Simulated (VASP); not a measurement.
# W (Fm-3m) in VASP: further runs

The runs below take W through single point, relaxation of cell and atoms, with PBE.

Everything below comes from runs of VASP 6.6.1. Logs are shortened: lines on timing, memory, paths and dates and some standing lists are left out, and cuts for length are marked.

## 1. The cell of the first run

It takes space group Fm-3m (No. 225, cubic). Conventional cell: a = 4.038 Å, b = 4.038 Å, c = 4.038 Å, α = 90.00°, β = 90.00°, γ = 90.00°. Within 3.8 Å of W (site symmetry m-3m) lie 12 W at 2.86 Å.

## 2. Single point, PBE

Contents of INCAR:

```
ALGO = Normal
EDIFF = 1E-6
ENCUT = 500
GGA = PE
GGA_COMPAT = F
ISIF = 2
ISMEAR = -1
LASPH = T
LCHARG = F
LREAL = F
LWAVE = F
NBANDS = 13
NELM = 120
PREC = Accurate
SIGMA = 0.1
```

Contents of KPOINTS:

```
k-points
0
Gamma
  7 7 7
```

Contents of POSCAR:

```
W
1.0
    0.0000000000      2.0190120702      2.0190120702
    2.0190120702      0.0000000000      2.0190120702
    2.0190120702      2.0190120702      0.0000000000
W
1
Direct
    0.0000000000      0.0000000000      0.0000000000
```

Potentials or basis: VASP PAW PBE potentials, release 64 (W_sv).

Run with:

```console
cat potpaw_PBE.64/W_sv/POTCAR > POTCAR
mpirun -np 1 vasp_std > vasp.out
```

OUTCAR:

```text
EDIFF = 1E-6
   ENCUT = 500
   GGA = PE
   ISIF = 2
   ISMEAR = -1
   LASPH = T
   LREAL = F
   NELM = 120
   PREC = Accurate

 ion  position               nearest neighbor table
   1  0.000  0.000  0.000-

  LATTYP: Found a face centered cubic cell.
 ALAT       =     4.0380241404

  Lattice vectors:

 A1 = (   0.0000000000,   2.0190120702,   2.0190120702)
 A2 = (   2.0190120702,   0.0000000000,   2.0190120702)
 A3 = (   2.0190120702,   2.0190120702,   0.0000000000)

Analysis of symmetry for initial positions (statically):
=====================================================================
 Subroutine PRICEL returns:
 Original cell was already a primitive cell.

 Routine SETGRP: Setting up the symmetry group for a
 face centered cubic supercell.

 Subroutine GETGRP returns: Found 48 space group operations
 (whereof 48 operations were pure point group operations)
 out of a pool of 48 trial point group operations.

The static configuration has the point symmetry O_h .

Analysis of symmetry for dynamics (positions and initial velocities):
=====================================================================
 Subroutine PRICEL returns:
 Original cell was already a primitive cell.

 Routine SETGRP: Setting up the symmetry group for a
 face centered cubic supercell.

 Subroutine GETGRP returns: Found 48 space group operations
 (whereof 48 operations were pure point group operations)
 out of a pool of 48 trial point group operations.

The dynamic configuration has the point symmetry O_h .

 Subroutine INISYM returns: Found 48 space group operations
 (whereof 48 operations are pure point group operations),
 and found     1 'primitive' translations

----------------------------------------------------------------------------------------

                                     Primitive cell

  volume of cell :      16.4606

  direct lattice vectors                    reciprocal lattice vectors
     0.000000000  2.019012070  2.019012070    -0.247645870  0.247645870  0.247645870
     2.019012070  0.000000000  2.019012070     0.247645870 -0.247645870  0.247645870
     2.019012070  2.019012070  0.000000000     0.247645870  0.247645870 -0.247645870

  length of vectors
     2.855314252  2.855314252  2.855314252     0.428935229  0.428935229  0.428935229

  position of ions in fractional coordinates (direct lattice)
     0.000000000  0.000000000  0.000000000

  ion indices of the primitive-cell ions
   primitive index   ion index
                 1           1

----------------------------------------------------------------------------------------

 KPOINTS: k-points

Automatic generation of k-mesh.
 Grid dimensions read from file:
 generate k-points for:    7    7    7

 Generating k-lattice:

  Cartesian coordinates                     Fractional coordinates (reciprocal lattice)
    -0.035377981  0.035377981  0.035377981     0.142857143  0.000000000  0.000000000
     0.035377981 -0.035377981  0.035377981     0.000000000  0.142857143  0.000000000
     0.035377981  0.035377981 -0.035377981     0.000000000  0.000000000  0.142857143

  Length of vectors
     0.061276461  0.061276461  0.061276461

  Shift w.r.t. Gamma in fractional coordinates (k-lattice)
     0.000000000  0.000000000  0.000000000

 Subroutine IBZKPT returns following result:
 ===========================================

 Found     20 irreducible k-points:

 Following reciprocal coordinates:
            Coordinates               Weight
  0.000000  0.000000  0.000000      1.000000
  0.142857  0.000000  0.000000      8.000000
  0.285714  0.000000  0.000000      8.000000
  0.428571  0.000000  0.000000      8.000000
  0.142857  0.142857  0.000000      6.000000
  0.285714  0.142857  0.000000     24.000000
[... 12 lines left out ...]
 -0.428571  0.428571  0.142857     24.000000
 -0.285714  0.428571  0.142857     24.000000
   k-points           NKPTS =     20   k-points in BZ     NKDIM =     20   number of bands    NBANDS=     13
   number of dos      NEDOS =    301   number of ions     NIONS =      1
   total plane-waves  NPLWV =  13824
   dimension x,y,z NGX =    24 NGY =   24 NGZ =   24
   dimension x,y,z NGXF=    48 NGYF=   48 NGZF=   48
   ions per type =               1
   NGX,Y,Z   is equivalent  to a cutoff of  13.97, 13.97, 13.97 a.u.
   NGXF,Y,Z  is equivalent  to a cutoff of  27.95, 27.95, 27.95 a.u.
 SYSTEM =  unknown system
   PREC   = accura    normal or accurate (medium, high low for compatibility)
   ISTART =      0    job   : 0-new  1-cont  2-samecut
   ICHARG =      2    charge: 1-file 2-atom 10-const
   ISPIN  =      1    spin polarized calculation?
   LNONCOLLINEAR =      F non collinear calculations
   LSORBIT =      F    spin-orbit coupling
   LASPH  =      T    aspherical Exc in radial PAW
   ENCUT  =  500.0 eV  36.75 Ry    6.06 a.u.   5.21  5.21  5.21*2*pi/ulx,y,z
   NELM   =    120;   NELMIN=  2; NELMDL= -5     # of ELM steps
   EDIFF  = 0.1E-05   stopping-criterion for ELM
   LREAL  =      F    real-space projection
   EDIFFG = 0.1E-04   stopping-criterion for IOM
   NSW    =      0    number of steps for IOM
   IBRION =     -1    ionic relax: 0-MD 1-quasi-New 2-CG
   NFREE  =      0    steps in history (QN), initial steepest desc. (CG)
   ISIF   =      2    stress and relaxation
   ISYM   =      2    0-nonsym 1-usesym 2-fastsym
   POTIM  = 0.5000    time-step for ionic-motion
   TEBEG  =    0.0;   TEEND  =   0.0 temperature during run
   PSTRESS=    0.0 pullay stress
   NELECT =      14.0000    total number of electrons
   NUPDOWN=      -1.0000    fix difference up-down
   EMIN   =  10.00;   EMAX   =-10.00  energy-range for DOS
   EFERMI =   0.00;   METHOD = LEGACY
   ISMEAR =    -1;   SIGMA  =   0.10  broadening in eV -4-tet -1-fermi 0-gaus
   EFERMI_NEDOS =   21; number of points for ismear=-14 and -15
   IALGO  =     38    algorithm
   IMIX   =      4    mixing-type and parameters
     AMIX     =   0.40;   BMIX     =  1.00
     AMIX_MAG =   1.60;   BMIX_MAG =  1.00
  volume/ion in A,a.u.               =      16.46       111.08
  Fermi-wavevector in a.u.,A,eV,Ry     =   1.551084  2.931123 32.733726  2.405861
  Thomas-Fermi vector in A             =   2.655654
   LORBIT       =      0    0 simple, 1 ext, 2 COOP (PROOUT), +10 PAW based schemes
   GGA     = PE    functional components
   LHFCALC =     F    Hartree Fock is set to
   AEXX    =    0.0000 exact exchange contribution
   IVDW    =     0    specifies the selected vdW correction
   LEPSILON=     F    determine dielectric tensor
   LRPA    =     F    only Hartree local field effects (RPA)
 non-spin polarized calculation
  energy-cutoff  :      500.00
  volume of cell :       16.46
 maximum number of plane-waves:       431
 NGX is ok and might be reduce to    24
   NGX = 11   NGY = 11   NGZ = 11

 number of electron      14.0000002 magnetization

 Free energy of the ion-electron system (eV)
  ---------------------------------------------------
  ext. energy  EPLUGINS =         0.00000000
  ---------------------------------------------------
  free energy    TOTEN  =       -12.46889539 eV

  energy without entropy =      -12.41988091  energy(sigma->0) =      -12.44438815

 E-fermi :  10.3857     XC(G=0): -13.4217

 val. band max:       10.3194477663   @ k =  -0.4286   0.1429   0.0000
 cond. band min:      10.5650541050   @ k =   0.4286   0.0000   0.0000
 fundamental gap:      0.2456063387
 Fermi energy:        10.3857474913

 k-point     1 :       0.0000    0.0000    0.0000
  band No.  band energies     occupation
      1     -63.2513      2.00000
      2     -26.8838      2.00000
      3     -26.8838      2.00000
      4     -26.8838      2.00000
      5       1.4728      2.00000
      6       9.8890      1.98618
      7       9.8890      1.98618
      8       9.8890      1.98618
      9      12.9954      0.00000
     10      12.9954      0.00000
     11      23.2376      0.00000
     12      28.4330      0.00000
     13      28.4330      0.00000

 k-point     2 :       0.1429    0.0000    0.0000
  band No.  band energies     occupation
      1     -63.2317      2.00000
      2     -27.1093      2.00000
      3     -26.9129      2.00000
      4     -26.9129      2.00000
      5       2.3233      2.00000
      6       9.3182      1.99995
      7      10.2302      1.65153
      8      10.2302      1.65153
      9      12.7405      0.00000
     10      12.7405      0.00000
     11      24.7050      0.00000
     12      26.1016      0.00000
     13      30.0382      0.00000

 k-point     3 :       0.2857    0.0000    0.0000
  band No.  band energies     occupation
      1     -63.1875      2.00000
      2     -27.5942      2.00000
      3     -26.9775      2.00000
      4     -26.9775      2.00000
      5       4.1064      2.00000
      6       8.9604      2.00000
      7      10.2219      1.67466
      8      10.2219      1.67465
      9      13.4375      0.00000
     10      13.4375      0.00000
     11      22.8932      0.00000
     12      27.0646      0.00000
     13      33.2177      0.00000
[... 241 lines left out ...]
 k-point    19 :      -0.4286    0.4286    0.1429
  band No.  band energies     occupation
      1     -63.1177      2.00000
      2     -27.8116      2.00000
      3     -27.3994      2.00000
      4     -27.2698      2.00000
      5       6.0172      2.00000
      6       6.8983      2.00000
      7      10.1056      1.88550
      8      13.3692      0.00000
      9      15.4681      0.00000
     10      18.1384      0.00000
     11      21.4763      0.00000
     12      23.0219      0.00000
     13      26.1881      0.00000

 k-point    20 :      -0.2857    0.4286    0.1429
  band No.  band energies     occupation
      1     -63.1147      2.00000
      2     -27.6727      2.00000
      3     -27.6051      2.00000
      4     -27.2515      2.00000
      5       6.7444      2.00000
      6       7.7136      2.00000
      7       9.1083      1.99999
      8      12.0514      0.00000
      9      15.5010      0.00000
     10      18.8623      0.00000
     11      21.4734      0.00000
     12      22.9589      0.00000
     13      26.2755      0.00000

------------------------ aborting loop because EDIFF is reached ----------------------------------------

  FORCE on cell =-STRESS in cart. coord.  units (eV):
  Direction    XX          YY          ZZ          XY          YZ          ZX
  --------------------------------------------------------------------------------------
  -------------------------------------------------------------------------------------
  Total        0.1846758      0.1846758      0.1846758     -0.0000000     -0.0000000      0.0000000
  in kB       17.9752050     17.9752050     17.9752050     -0.0000000     -0.0000000      0.0000000
  external PRESSURE =      17.9752050 kB  Pullay stress =       0.0000000 kB

 VOLUME and BASIS-vectors are now :
 -----------------------------------------------------------------------------
  energy-cutoff  :      500.00
  volume of cell :       16.46
      direct lattice vectors                 reciprocal lattice vectors
     0.000000000  2.019012070  2.019012070    -0.247645870  0.247645870  0.247645870
     2.019012070  0.000000000  2.019012070     0.247645870 -0.247645870  0.247645870
     2.019012070  2.019012070  0.000000000     0.247645870  0.247645870 -0.247645870

 POSITION                                       TOTAL-FORCE (eV/Angst)
 -----------------------------------------------------------------------------------
      0.00000      0.00000      0.00000         0.000000     -0.000000     -0.000000
 -----------------------------------------------------------------------------------
    total drift:                               -0.000000      0.000000     -0.000000

  FREE ENERGIE OF THE ION-ELECTRON SYSTEM (eV)
  ---------------------------------------------------
  free  energy   TOTEN  =       -12.4688953868 eV

  energy  without entropy=      -12.4198809111  energy(sigma->0) =      -12.44438815
```

Run time: 3 s. Hardware: 1 thread of Intel Xeon Platinum 8559C (Emerald Rapids), shared host; peak memory 0.14 GiB.

Results:

* Free energy: -12.4689 eV
* Pressure: 1.8 GPa
* Band gap on the k mesh: zero (band 7 reaches 12.60 eV, above the bottom of band 8 at 9.89 eV)

Caveat: the k points lie up to 0.39 Å⁻¹ apart; spin-orbit coupling is left out, which moves the levels of the heavy elements.

## 3. Single point, PBE

Contents of INCAR:

```
PREC = Accurate
ENCUT = 520
EDIFF = 1E-6
ISMEAR = -1
SIGMA = 0.1
LREAL = F
LASPH = T
NELM = 60
ALGO = Normal
ISIF = 2
LWAVE = F
LCHARG = F
GGA = PE
NBANDS = 13
```

Contents of KPOINTS:

```
Automatic mesh
0
Gamma
  14 14 14
```

Contents of POSCAR:

```
W
1.0
    0.0000000000      2.0190120703      2.0190120703
    2.0190120703      0.0000000000      2.0190120703
    2.0190120703      2.0190120703      0.0000000000
W
1
Direct
    0.0000000000      0.0000000000      0.0000000000
```

Potentials or basis: VASP PAW PBE potentials, release 64 (W_sv).

Run with:

```console
cat potpaw_PBE.64/W_sv/POTCAR > POTCAR
mpirun -np 1 vasp_std > vasp.out
```

OUTCAR:

```text
PREC = Accurate
   ENCUT = 520
   EDIFF = 1E-6
   ISMEAR = -1
   LREAL = F
   LASPH = T
   NELM = 60
   ISIF = 2
   GGA = PE

 ion  position               nearest neighbor table
   1  0.000  0.000  0.000-

  LATTYP: Found a face centered cubic cell.
 ALAT       =     4.0380241406

  Lattice vectors:

 A1 = (   0.0000000000,   2.0190120703,   2.0190120703)
 A2 = (   2.0190120703,   0.0000000000,   2.0190120703)
 A3 = (   2.0190120703,   2.0190120703,   0.0000000000)

Analysis of symmetry for initial positions (statically):
=====================================================================
 Subroutine PRICEL returns:
 Original cell was already a primitive cell.

 Routine SETGRP: Setting up the symmetry group for a
 face centered cubic supercell.

 Subroutine GETGRP returns: Found 48 space group operations
 (whereof 48 operations were pure point group operations)
 out of a pool of 48 trial point group operations.

The static configuration has the point symmetry O_h .

Analysis of symmetry for dynamics (positions and initial velocities):
=====================================================================
 Subroutine PRICEL returns:
[... 169 lines left out ...]
      6       9.8946      1.99216
      7       9.8946      1.99216
      8       9.8946      1.99216
      9      13.0065      0.00000
     10      13.0065      0.00000
     11      23.2304      0.00000
     12      28.4343      0.00000
     13      28.4343      0.00000
[... 354 lines left out ...]
  band No.  band energies     occupation
      1     -63.1685      2.00000
      2     -27.4429      2.00000
      3     -27.0217      2.00000
      4     -27.0101      2.00000
      5       4.1916      2.00000
      6       8.1649      2.00000
      7      10.0903      1.94580
      8      11.0523      0.00476
      9      12.4195      0.00000
     10      14.0541      0.00000
     11      25.0360      0.00000
     12      27.9932      0.00000
     13      30.2273      0.00000

 [... further k-points ...]

------------------------ aborting loop because EDIFF is reached ----------------------------------------

  FORCE on cell =-STRESS in cart. coord.  units (eV):
  Direction    XX          YY          ZZ          XY          YZ          ZX
  --------------------------------------------------------------------------------------
  -------------------------------------------------------------------------------------
  Total        0.0501167      0.0501167      0.0501167      0.0000000      0.0000000      0.0000000
  in kB        4.8780524      4.8780524      4.8780524      0.0000000      0.0000000      0.0000000
  external PRESSURE =       4.8780524 kB  Pullay stress =       0.0000000 kB

 VOLUME and BASIS-vectors are now :
 -----------------------------------------------------------------------------
  energy-cutoff  :      520.00
  volume of cell :       16.46
      direct lattice vectors                 reciprocal lattice vectors
     0.000000000  2.019012070  2.019012070    -0.247645870  0.247645870  0.247645870
     2.019012070  0.000000000  2.019012070     0.247645870 -0.247645870  0.247645870
     2.019012070  2.019012070  0.000000000     0.247645870  0.247645870 -0.247645870

 POSITION                                       TOTAL-FORCE (eV/Angst)
 -----------------------------------------------------------------------------------
      0.00000      0.00000      0.00000         0.000000     -0.000000      0.000000
 -----------------------------------------------------------------------------------
    total drift:                               -0.000000      0.000000     -0.000000

  FREE ENERGIE OF THE ION-ELECTRON SYSTEM (eV)
  ---------------------------------------------------
  free  energy   TOTEN  =       -12.4926554536 eV

  energy  without entropy=      -12.4526330123  energy(sigma->0) =      -12.47264423
```

stdout:

```text
POSCAR found type information on POSCAR W
 POSCAR found :  1 types and       1 ions
 scaLAPACK will be used
 LDA part: xc-table for (Slater+PW92), standard interpolation
 POSCAR, INCAR and KPOINTS ok, starting setup
 FFT: planning ... GRIDC
 FFT: planning ... GRID_SOFT
 FFT: planning ... GRID
 WAVECAR not read
 entering main loop
```

It took 9.4 s on 1 thread of Intel Xeon Platinum 8488C (Sapphire Rapids), shared host; peak memory 0.15 GiB.

Results:

```
Free energy            : -12.4927 eV
Pressure               : 0.5 GPa
Band gap on the k mesh : zero (band 7 reaches 13.48 eV, above the bottom of band 8 at 9.89 eV)
```

Caveat: spin-orbit coupling is left out, which moves the levels of the heavy elements.

[end of part 1 of 3]
